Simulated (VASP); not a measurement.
# PbSe (Fm-3m) in VASP: a series of runs

PbSe is run at these levels: r2SCAN; tasks: single point.

All numbers are computed with VASP 6.6.1; they aren't measurements. Logs are shortened: lines on timing, memory, paths and dates and some standing lists are left out, and cuts for length are marked.

## Step 1: The cell of the first run

The structure is cubic, space group Fm-3m (No. 225). Conventional cell: a = 6.216 Å, b = 6.216 Å, c = 6.216 Å, α = 90.00°, β = 90.00°, γ = 90.00°. Pb (site symmetry m-3m) has 6 Se at 3.11 Å within 4.1 Å. Se (site symmetry m-3m) has 6 Pb at 3.11 Å within 4.1 Å.

## Step 2: Single point, r2SCAN

POSCAR

```
PbSe
1.0
    0.0000000000      3.1081261849      3.1081261849
    3.1081261849      0.0000000000      3.1081261849
    3.1081261849      3.1081261849      0.0000000000
Pb Se
1 1
Direct
    0.5000000000      0.5000000000      0.5000000000
    0.0000000000      0.0000000000      0.0000000000
```

INCAR.step1

```
  PREC = Accurate
  ENCUT = 520
  ISMEAR = 0
  SIGMA = 0.05
  LREAL = F
  LASPH = T
  NELM = 60
  NBANDS = 17
  GGA = PE
  ALGO = Normal
  EDIFF = 1E-4
  LWAVE = T
  LCHARG = F
```

INCAR.step2

```
  PREC = Accurate
  ENCUT = 520
  EDIFF = 1E-6
  ISMEAR = 0
  SIGMA = 0.05
  LREAL = F
  LASPH = T
  NELM = 60
  ALGO = Normal
  ISIF = 2
  LWAVE = F
  LCHARG = F
  METAGGA = R2SCAN
  LMIXTAU = T
  NBANDS = 17
  ISTART = 1
```

KPOINTS

```
Automatic mesh
0
Gamma
  10 10 10
```

Potentials or basis: VASP PAW PBE potentials, release 64 (Pb_d, Se).

Launch:

```sh
> cat potpaw_PBE.64/Pb_d/POTCAR potpaw_PBE.64/Se/POTCAR > POTCAR
> cp INCAR.step1 INCAR
> mpirun -np 1 vasp_std > vasp.out
> cp INCAR.step2 INCAR
> mpirun -np 1 vasp_std > vasp.out
```

OUTCAR:

```text
PREC = Accurate
   ENCUT = 520
   EDIFF = 1E-6
   ISMEAR = 0
   LREAL = F
   LASPH = T
   NELM = 60
   ISIF = 2
   METAGGA = R2SCAN
   ISTART = 1

 ion  position               nearest neighbor table
   1  0.500  0.500  0.500-   2 3.11   2 3.11   2 3.11   2 3.11   2 3.11   2 3.11
   2  0.000  0.000  0.000-   1 3.11   1 3.11   1 3.11   1 3.11   1 3.11   1 3.11

  LATTYP: Found a face centered cubic cell.
 ALAT       =     6.2162523698

  Lattice vectors:

 A1 = (   0.0000000000,   3.1081261849,   3.1081261849)
 A2 = (   3.1081261849,   0.0000000000,   3.1081261849)
 A3 = (   3.1081261849,   3.1081261849,   0.0000000000)

Analysis of symmetry for initial positions (statically):
=====================================================================
 Subroutine PRICEL returns:
 Original cell was already a primitive cell.

 Routine SETGRP: Setting up the symmetry group for a
 face centered cubic supercell.

 Subroutine GETGRP returns: Found 48 space group operations
 (whereof 48 operations were pure point group operations)
 out of a pool of 48 trial point group operations.

The static configuration has the point symmetry O_h .

Analysis of symmetry for dynamics (positions and initial velocities):
=====================================================================
 Subroutine PRICEL returns:
 Original cell was already a primitive cell.

 Routine SETGRP: Setting up the symmetry group for a
 face centered cubic supercell.

 Subroutine GETGRP returns: Found 48 space group operations
 (whereof 48 operations were pure point group operations)
 out of a pool of 48 trial point group operations.

The dynamic configuration has the point symmetry O_h .

 Subroutine INISYM returns: Found 48 space group operations
 (whereof 48 operations are pure point group operations),
 and found     1 'primitive' translations

----------------------------------------------------------------------------------------

                                     Primitive cell

  volume of cell :      60.0518

  direct lattice vectors                    reciprocal lattice vectors
     0.000000000  3.108126185  3.108126185    -0.160868630  0.160868630  0.160868630
     3.108126185  0.000000000  3.108126185     0.160868630 -0.160868630  0.160868630
     3.108126185  3.108126185  0.000000000     0.160868630  0.160868630 -0.160868630

  length of vectors
     4.395554204  4.395554204  4.395554204     0.278632640  0.278632640  0.278632640

  position of ions in fractional coordinates (direct lattice)
     0.500000000  0.500000000  0.500000000
     0.000000000  0.000000000  0.000000000

  ion indices of the primitive-cell ions
   primitive index   ion index
                 1           1
                 2           2

----------------------------------------------------------------------------------------

 KPOINTS: Automatic mesh

Automatic generation of k-mesh.
 Grid dimensions read from file:
 generate k-points for:   10   10   10

 Generating k-lattice:

  Cartesian coordinates                     Fractional coordinates (reciprocal lattice)
    -0.016086863  0.016086863  0.016086863     0.100000000  0.000000000  0.000000000
     0.016086863 -0.016086863  0.016086863     0.000000000  0.100000000  0.000000000
     0.016086863  0.016086863 -0.016086863     0.000000000  0.000000000  0.100000000

  Length of vectors
     0.027863264  0.027863264  0.027863264

  Shift w.r.t. Gamma in fractional coordinates (k-lattice)
     0.000000000  0.000000000  0.000000000

 Subroutine IBZKPT returns following result:
 ===========================================

 Found     47 irreducible k-points:

 Following reciprocal coordinates:
            Coordinates               Weight
  0.000000  0.000000  0.000000      1.000000
  0.100000  0.000000  0.000000      8.000000
  0.200000  0.000000  0.000000      8.000000
  0.300000  0.000000  0.000000      8.000000
  0.400000  0.000000  0.000000      8.000000
  0.500000  0.000000  0.000000      4.000000
[... 16 lines left out ...]
  0.300000  0.300000  0.000000      6.000000
  0.400000  0.300000  0.000000     24.000000
 [... further k-points ...]
   k-points           NKPTS =     47   k-points in BZ     NKDIM =     47   number of bands    NBANDS=     17
   number of dos      NEDOS =    301   number of ions     NIONS =      2
   total plane-waves  NPLWV =  46656
   dimension x,y,z NGX =    36 NGY =   36 NGZ =   36
   dimension x,y,z NGXF=    72 NGYF=   72 NGZF=   72
   ions per type =               1   1
   NGX,Y,Z   is equivalent  to a cutoff of  13.62, 13.62, 13.62 a.u.
   NGXF,Y,Z  is equivalent  to a cutoff of  27.23, 27.23, 27.23 a.u.
 SYSTEM =  unknown system
   PREC   = accura    normal or accurate (medium, high low for compatibility)
   ISTART =      1    job   : 0-new  1-cont  2-samecut
   ICHARG =      0    charge: 1-file 2-atom 10-const
   ISPIN  =      1    spin polarized calculation?
   LNONCOLLINEAR =      F non collinear calculations
   LSORBIT =      F    spin-orbit coupling
   LASPH  =      T    aspherical Exc in radial PAW
   ENCUT  =  520.0 eV  38.22 Ry    6.18 a.u.   8.17  8.17  8.17*2*pi/ulx,y,z
   NELM   =     60;   NELMIN=  2; NELMDL=  0     # of ELM steps
   EDIFF  = 0.1E-05   stopping-criterion for ELM
   LREAL  =      F    real-space projection
   EDIFFG = 0.1E-04   stopping-criterion for IOM
   NSW    =      0    number of steps for IOM
   IBRION =     -1    ionic relax: 0-MD 1-quasi-New 2-CG
   NFREE  =      0    steps in history (QN), initial steepest desc. (CG)
   ISIF   =      2    stress and relaxation
   ISYM   =      2    0-nonsym 1-usesym 2-fastsym
   POTIM  = 0.5000    time-step for ionic-motion
   TEBEG  =    0.0;   TEEND  =   0.0 temperature during run
   PSTRESS=    0.0 pullay stress
   NELECT =      20.0000    total number of electrons
   NUPDOWN=      -1.0000    fix difference up-down
   EMIN   =  10.00;   EMAX   =-10.00  energy-range for DOS
   EFERMI =   0.00;   METHOD = LEGACY
   ISMEAR =     0;   SIGMA  =   0.05  broadening in eV -4-tet -1-fermi 0-gaus
   EFERMI_NEDOS =   21; number of points for ismear=-14 and -15
   IALGO  =     38    algorithm
   IMIX   =      4    mixing-type and parameters
     AMIX     =   0.40;   BMIX     =  1.00
     AMIX_MAG =   1.60;   BMIX_MAG =  1.00
  volume/ion in A,a.u.               =      30.03       202.62
  Fermi-wavevector in a.u.,A,eV,Ry     =   1.134774  2.144413 17.520398  1.287713
  Thomas-Fermi vector in A             =   2.271479
   LORBIT       =      0    0 simple, 1 ext, 2 COOP (PROOUT), +10 PAW based schemes
   METAGGA = R2SCAN    functional components
   LHFCALC =     F    Hartree Fock is set to
   AEXX    =    0.0000 exact exchange contribution
   IVDW    =     0    specifies the selected vdW correction
   LEPSILON=     F    determine dielectric tensor
   LRPA    =     F    only Hartree local field effects (RPA)
 non-spin polarized calculation
 Gauss-broadening in eV      SIGMA  =   0.05
  energy-cutoff  :      520.00
  volume of cell :       60.05
 maximum number of plane-waves:      1639
 NGX is ok and might be reduce to    36

 number of electron      20.0000002 magnetization

 Free energy of the ion-electron system (eV)
  ---------------------------------------------------
  ext. energy  EPLUGINS =         0.00000000
  ---------------------------------------------------
  free energy    TOTEN  =       -71.93610922 eV

  energy without entropy =      -71.93610922  energy(sigma->0) =      -71.93610922

 E-fermi :   4.5661     XC(G=0):  -9.8407

 val. band max:        4.3129568681   @ k =   0.5000   0.0000   0.0000
 cond. band min:       5.0414992271   @ k =   0.5000   0.0000   0.0000
 fundamental gap:      0.7285423590
 Fermi energy:         4.5661058834

 k-point     1 :       0.0000    0.0000    0.0000
  band No.  band energies     occupation
      1     -13.0472      2.00000
      2     -13.0472      2.00000
      3     -13.0472      2.00000
      4     -13.0414      2.00000
      5     -13.0414      2.00000
      6      -9.4015      2.00000
[... 9 lines left out ...]
     16      11.4077      0.00000
     17      12.9935      0.00000

 k-point     2 :       0.1000    0.0000    0.0000
  band No.  band energies     occupation
      1     -13.0468      2.00000
      2     -13.0462      2.00000
      3     -13.0462      2.00000
      4     -13.0417      2.00000
      5     -13.0417      2.00000
      6      -9.3288      2.00000
[... 9 lines left out ...]
     16      11.6303      0.00000
     17      13.7157      0.00000

 k-point     3 :       0.2000    0.0000    0.0000
  band No.  band energies     occupation
      1     -13.0500      2.00000
      2     -13.0500      2.00000
      3     -13.0459      2.00000
      4     -13.0364      2.00000
      5     -13.0364      2.00000
      6      -9.1228      2.00000
[... 9 lines left out ...]
     16      12.2090      0.00000
     17      15.1429      0.00000

 k-point     4 :       0.3000    0.0000    0.0000
  band No.  band energies     occupation
      1     -13.0564      2.00000
      2     -13.0564      2.00000
      3     -13.0450      2.00000
      4     -13.0282      2.00000
      5     -13.0282      2.00000
      6      -8.8269      2.00000
[... 9 lines left out ...]
     16      13.0924      0.00000
     17      16.4506      0.00000
[... 343 lines left out ...]
      1     -13.0614      2.00000
      2     -13.0547      2.00000
      3     -13.0427      2.00000
      4     -13.0336      2.00000
      5     -13.0271      2.00000
      6      -8.7215      2.00000
[... 9 lines left out ...]
     16      14.3521      0.00000
     17      15.0049      0.00000

 k-point    23 :       0.3000    0.3000    0.0000
  band No.  band energies     occupation
      1     -13.1010      2.00000
      2     -13.0566      2.00000
      3     -13.0310      2.00000
      4     -13.0234      2.00000
      5     -13.0234      2.00000
      6      -8.6189      2.00000
[... 9 lines left out ...]
     16      14.8861      0.00000
     17      15.4020      0.00000

 k-point    24 :       0.4000    0.3000    0.0000
  band No.  band energies     occupation
      1     -13.1157      2.00000
      2     -13.0565      2.00000
      3     -13.0325      2.00000
      4     -13.0195      2.00000
      5     -13.0171      2.00000
      6      -8.3932      2.00000
[... 9 lines left out ...]
     16      15.5963      0.00000
     17      16.2922      0.00000

 [... further k-points ...]
[... 5 lines left out ...]
  --------------------------------------------------------------------------------------
  -------------------------------------------------------------------------------------
  Total       -0.3418911     -0.3418911     -0.3418911      0.0000000      0.0000000      0.0000000
  in kB       -9.1216314     -9.1216314     -9.1216314      0.0000000      0.0000000      0.0000000
  external PRESSURE =      -9.1216314 kB  Pullay stress =       0.0000000 kB

 VOLUME and BASIS-vectors are now :
 -----------------------------------------------------------------------------
  energy-cutoff  :      520.00
  volume of cell :       60.05
      direct lattice vectors                 reciprocal lattice vectors
     0.000000000  3.108126185  3.108126185    -0.160868630  0.160868630  0.160868630
     3.108126185  0.000000000  3.108126185     0.160868630 -0.160868630  0.160868630
     3.108126185  3.108126185  0.000000000     0.160868630  0.160868630 -0.160868630

 POSITION                                       TOTAL-FORCE (eV/Angst)
 -----------------------------------------------------------------------------------
      3.10813      3.10813      3.10813         0.000000      0.000000      0.000000
      0.00000      0.00000      0.00000        -0.000000     -0.000000     -0.000000
 -----------------------------------------------------------------------------------
    total drift:                                0.000000      0.000000      0.000000

  FREE ENERGIE OF THE ION-ELECTRON SYSTEM (eV)
  ---------------------------------------------------
  free  energy   TOTEN  =       -71.9361092195 eV

  energy  without entropy=      -71.9361092195  energy(sigma->0) =      -71.93610922
```

Run time: 1.9 min. Hardware: 1 thread of Intel Xeon 6975P-C (Granite Rapids), shared host; peak memory 0.24 GiB.

What came out:

| Item | Value |
| --- | --- |
| Free energy | -71.9361 eV |
| Pressure | -0.9 GPa |
| Band gap on the k mesh | 0.73 eV, direct |

Caveat: the PAW data sets were made with another functional, which shifts forces and pressure a little; spin-orbit coupling is left out, which moves the levels of the heavy elements. A k mesh can miss the band edges.

## Step 3: Single point, r2SCAN

POSCAR

```
PbSe
1.0
    0.0000000000      3.1094523160      3.1094523160
    3.1094523160      0.0000000000      3.1094523160
    3.1094523160      3.1094523160      0.0000000000
Pb Se
1 1
Direct
    0.5000000000      0.5000000000      0.5000000000
    0.0000000000      0.0000000000      0.0000000000
```

INCAR.step1

```
PREC = Accurate ; ENCUT = 520
ISMEAR = 0 ; SIGMA = 0.05
LREAL = F ; LASPH = T
NELM = 100 ; NBANDS = 17
GGA = PE ; ALGO = Normal
EDIFF = 1E-4 ; LWAVE = T
LCHARG = F
```

INCAR.step2

```
PREC = Accurate ; ENCUT = 520
EDIFF = 1E-7 ; ISMEAR = 0
SIGMA = 0.05 ; LREAL = F
LASPH = T ; NELM = 100
ALGO = Normal ; ISIF = 2
LWAVE = F ; LCHARG = F
METAGGA = R2SCAN ; LMIXTAU = T
NBANDS = 17 ; ISTART = 1
```

KPOINTS is that of step 2.

Potentials or basis: VASP PAW PBE potentials, release 64 (Pb_d, Se).

Launch:

```sh
> cat potpaw_PBE.64/Pb_d/POTCAR potpaw_PBE.64/Se/POTCAR > POTCAR
> cp INCAR.step1 INCAR
> mpirun -np 1 vasp_std > vasp.out
> cp INCAR.step2 INCAR
> mpirun -np 1 vasp_std > vasp.out
```

OUTCAR:

```text
PREC = Accurate
   ENCUT = 520
   EDIFF = 1E-7
   ISMEAR = 0
   LREAL = F
   LASPH = T
   NELM = 100
   ISIF = 2
   METAGGA = R2SCAN
   ISTART = 1

 ion  position               nearest neighbor table
   1  0.500  0.500  0.500-   2 3.11   2 3.11   2 3.11   2 3.11   2 3.11   2 3.11
   2  0.000  0.000  0.000-   1 3.11   1 3.11   1 3.11   1 3.11   1 3.11   1 3.11

  LATTYP: Found a face centered cubic cell.
 ALAT       =     6.2189046320

  Lattice vectors:

 A1 = (   0.0000000000,   3.1094523160,   3.1094523160)
 A2 = (   3.1094523160,   0.0000000000,   3.1094523160)
 A3 = (   3.1094523160,   3.1094523160,   0.0000000000)

Analysis of symmetry for initial positions (statically):
=====================================================================
 Subroutine PRICEL returns:
 Original cell was already a primitive cell.

 Routine SETGRP: Setting up the symmetry group for a
 face centered cubic supercell.

 Subroutine GETGRP returns: Found 48 space group operations
[... 154 lines left out ...]
   NGX = 17   NGY = 17   NGZ = 17

 number of electron      20.0000002 magnetization

 Free energy of the ion-electron system (eV)
  ---------------------------------------------------
  ext. energy  EPLUGINS =         0.00000000
  ---------------------------------------------------
  free energy    TOTEN  =       -71.93568077 eV

  energy without entropy =      -71.93568077  energy(sigma->0) =      -71.93568077

 E-fermi :   4.5354     XC(G=0):  -9.8345

 val. band max:        4.2970591890   @ k =   0.5000   0.0000   0.0000
 cond. band min:       5.0293631665   @ k =   0.5000   0.0000   0.0000
 fundamental gap:      0.7323039775
 Fermi energy:         4.5353791530

 k-point     1 :       0.0000    0.0000    0.0000
  band No.  band energies     occupation
      1     -13.0607      2.00000
      2     -13.0607      2.00000
      3     -13.0607      2.00000
      4     -13.0548      2.00000
      5     -13.0548      2.00000
      6      -9.4058      2.00000
[... 457 lines left out ...]
      4     -13.0331      2.00000
      5     -13.0307      2.00000
      6      -8.4007      2.00000
[... 9 lines left out ...]
     16      15.5797      0.00000
     17      16.2648      0.00000

 [... further k-points ...]
[... 5 lines left out ...]
  --------------------------------------------------------------------------------------
  -------------------------------------------------------------------------------------
  Total       -0.3663595     -0.3663595     -0.3663595      0.0000000     -0.0000000      0.0000000
  in kB       -9.7619441     -9.7619441     -9.7619441      0.0000000     -0.0000000      0.0000000
  external PRESSURE =      -9.7619441 kB  Pullay stress =       0.0000000 kB

 VOLUME and BASIS-vectors are now :
 -----------------------------------------------------------------------------
  energy-cutoff  :      520.00
  volume of cell :       60.13
      direct lattice vectors                 reciprocal lattice vectors
     0.000000000  3.109452316  3.109452316    -0.160800022  0.160800022  0.160800022
     3.109452316  0.000000000  3.109452316     0.160800022 -0.160800022  0.160800022
     3.109452316  3.109452316  0.000000000     0.160800022  0.160800022 -0.160800022

 POSITION                                       TOTAL-FORCE (eV/Angst)
 -----------------------------------------------------------------------------------
      3.10945      3.10945      3.10945         0.000000     -0.000000     -0.000000
      0.00000      0.00000      0.00000        -0.000000      0.000000      0.000000
 -----------------------------------------------------------------------------------
    total drift:                                0.000000      0.000000      0.000000

  FREE ENERGIE OF THE ION-ELECTRON SYSTEM (eV)
  ---------------------------------------------------
  free  energy   TOTEN  =       -71.9356807661 eV

  energy  without entropy=      -71.9356807661  energy(sigma->0) =      -71.93568077
```

OSZICAR.step1:

```text
N       E                     dE             d eps       ncg     rms          rms(c)
DAV:   1     0.151156733320E+03    0.15116E+03   -0.99038E+03  1599   0.124E+03
DAV:   2     0.287776233392E+01   -0.14828E+03   -0.14332E+03  1694   0.305E+02
DAV:   3    -0.825003430696E+01   -0.11128E+02   -0.10916E+02  2041   0.867E+01
DAV:   4    -0.851286441277E+01   -0.26283E+00   -0.26261E+00  1945   0.148E+01
DAV:   5    -0.852072954558E+01   -0.78651E-02   -0.78647E-02  2243   0.268E+00    0.271E+00
DAV:   6    -0.819886877373E+01    0.32186E+00   -0.81548E-01  2380   0.587E+00    0.147E+00
DAV:   7    -0.819491156848E+01    0.39572E-02   -0.12837E-01  1882   0.166E+00    0.836E-01
DAV:   8    -0.819869006241E+01   -0.37785E-02   -0.14950E-02  1917   0.129E+00    0.191E-01
DAV:   9    -0.819806942444E+01    0.62064E-03   -0.33336E-03  2352   0.525E-01    0.593E-02
DAV:  10    -0.819816068269E+01   -0.91258E-04   -0.25989E-04  1883   0.902E-02
   1 F= -.81981607E+01 E0= -.81981607E+01  d E =-.822842E-11
```

It took 2.1 min on 1 thread of Intel Xeon 6975P-C (Granite Rapids), shared host; peak memory 0.24 GiB.

What came out:

- Free energy: -71.9357 eV
- Pressure: -1.0 GPa
- Band gap on the k mesh: 0.73 eV, direct

Caveat: the PAW data sets were made with another functional, which shifts forces and pressure a little; spin-orbit coupling is left out, which moves the levels of the heavy elements.
